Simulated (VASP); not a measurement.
Pd: single point with PBE

Pd:

```xyz
4
Lattice="2.9048 0.0000 0.0000 -1.4524 2.5156 0.0000 0.0000 0.0000 9.1787" Properties=species:S:1:pos:R:3 pbc="T T T"
Pd    0.0000    0.0000    0.0000
Pd    0.0000    1.6771    2.2947
Pd    0.0000    0.0000    4.5893
Pd    1.4524    0.8385    6.8840
```

This cell differs from its parent crystal: strain +0.0450 x Voigt [1, 1, 0, 0, 0, 0].

```
Program             : VASP 6.6.1
Task                : single point
Functional          : PBE
Potentials or basis : VASP PAW PBE potentials, release 64 (Pd)
Cutoff              : 520 eV
k mesh              : 18 × 18 × 6
Occupations         : gaussian, width 0.15 eV
Spin                : no spin polarisation
```

```json
{"Pressure": "-11.4 GPa", "Band gap on the k mesh": "zero (band 20 reaches 7.94 eV, above the bottom of band 21 at 7.20 eV)"}
```

Stress tensor (GPa, compression positive):
```
-12.59   0.00   0.00
  0.00 -12.59   0.00
  0.00   0.00  -9.08
```

Levels at points of the mesh, in eV from the Fermi level:
```csv
k point,band 16,band 17,band 18,band 19,band 20,band 21,band 22,band 23,band 24,band 25
"(0.00, 0.00, 0.00)",-1.33,-1.33,-0.98,-0.98,-0.58,-0.58,-0.08,-0.08,1.54,6.80
"(0.50, 0.00, 0.00)",-0.05,0.03,0.07,0.15,0.16,1.55,2.48,3.32,3.74,6.88
"(0.00, 0.00, 0.50)",-1.11,-1.11,-1.11,-0.37,-0.37,-0.31,-0.31,-0.31,-0.31,9.55
"(0.50, 0.00, 0.50)",-0.42,-0.10,-0.10,0.06,0.06,2.31,2.31,3.54,3.54,7.22
```

Run time: 2.9 min on 1 thread of Intel(R) Xeon(R) 6975P-C (Granite Rapids) (shared host), peak memory 0.33 GiB.

Caveat: the cell differs from its parent crystal (strain +0.0450 x Voigt [1, 1, 0, 0, 0, 0]).
